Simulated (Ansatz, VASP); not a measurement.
SnO2: VASP beside Ansatz

File INCAR:

```
SYSTEM = SnO2
PREC = Accurate
ENCUT = 600
EDIFF = 1E-6
ISMEAR = -1
SIGMA = 0.05
LREAL = .False.
LASPH = .True.
NELM = 80
ALGO = Normal
ISIF = 3
LWAVE = .False.
LCHARG = .False.
GGA = CA
IBRION = 2
NSW = 60
EDIFFG = -0.01
```

KPOINTS

```
Automatic mesh
0
Gamma
  5 5 5
  0 0 0
```

File POSCAR:

```
SnO2
1.0
    5.1752560000      0.0000000000      0.0000000000
    0.0000000000      5.1752560000      0.0000000000
    0.0000000000      0.0000000000      5.1752560000
Sn O
4 8
Direct
    0.0000000000      0.0000000000      0.0000000000
    0.5000000000      0.0000000000      0.5000000000
    0.5000000000      0.5000000000      0.0000000000
    0.0000000000      0.5000000000      0.5000000000
    0.6610980000      0.8389020000      0.1610980000
    0.8389020000      0.1610980000      0.6610980000
    0.1610980000      0.6610980000      0.8389020000
    0.3389020000      0.3389020000      0.3389020000
    0.6610980000      0.6610980000      0.6610980000
    0.8389020000      0.3389020000      0.1610980000
    0.1610980000      0.8389020000      0.3389020000
    0.3389020000      0.1610980000      0.8389020000
```

Contents of input.yaml:

```yaml
crystal:
  lattice:
    - [5.175256, 0.0, 0.0]
    - [0.0, 5.175256, 0.0]
    - [0.0, 0.0, 5.175256]
  atoms:
    - { symbol: Sn, position: [0.0, 0.0, 0.0] }
    - { symbol: Sn, position: [0.5, 0.0, 0.5] }
    - { symbol: Sn, position: [0.5, 0.5, 0.0] }
    - { symbol: Sn, position: [0.0, 0.5, 0.5] }
    - { symbol: O, position: [0.661098, 0.838902, 0.161098] }
    - { symbol: O, position: [0.838902, 0.161098, 0.661098] }
    - { symbol: O, position: [0.161098, 0.661098, 0.838902] }
    - { symbol: O, position: [0.338902, 0.338902, 0.338902] }
    - { symbol: O, position: [0.661098, 0.661098, 0.661098] }
    - { symbol: O, position: [0.838902, 0.338902, 0.161098] }
    - { symbol: O, position: [0.161098, 0.838902, 0.338902] }
    - { symbol: O, position: [0.338902, 0.161098, 0.838902] }
hamiltonian:
  xc: lda
  pseudopotentials: { kind: paw }
kpoints:
  mp_grid: { grid: [5, 5, 5] }
scf:
  occupations: { method: fermi_dirac, width: 0.05 }
output:
  forces: true
  stress: true
  eigenvalues: true
  write_density: true
  write_potential: true
  elf: true
  volumetric_format: npy
relax:
  f_tol: 0.01
  max_steps: 40
  cell: { stress_tol: 0.05 }
```

Alike in both runs: task relaxation of cell and atoms; functional LDA; k mesh 5 × 5 × 5; occupations fermi-dirac, width 0.05 eV; no spin polarisation.

|  | VASP | Ansatz |
| --- | --- | --- |
| version | VASP 6.6.1 | Ansatz 0.2.0 |
| potentials or method | VASP PAW LDA potentials, release 64 (Sn_d, O) | Ansatz PAW |
| plane-wave cutoff (eV) | 600 | 420 |
| valence electrons in the cell | 104 | 104 |

```csv
,VASP,Ansatz,Ansatz less VASP
"gap on the k mesh at the Fermi level, each at its own relaxed structure (eV)",1.10,1.10,-0.004
relaxed volume (Å³/atom),10.88,10.85,-0.031
relaxed cell length with the largest relative difference (Å),5.073,5.068,-0.0049
```

LDA's correlation is that of Perdew and Zunger in VASP and of Perdew and Wang (1992) in Ansatz.

Noted on Ansatz's run: Pulay correction over one GPa; odd divisions of the mesh miss points on the zone boundary, where band edges often lie, so the gap on the mesh can be too wide; the plane-wave basis is chosen anew once the cell has moved, so the energies of steps on either side of that aren't comparable.
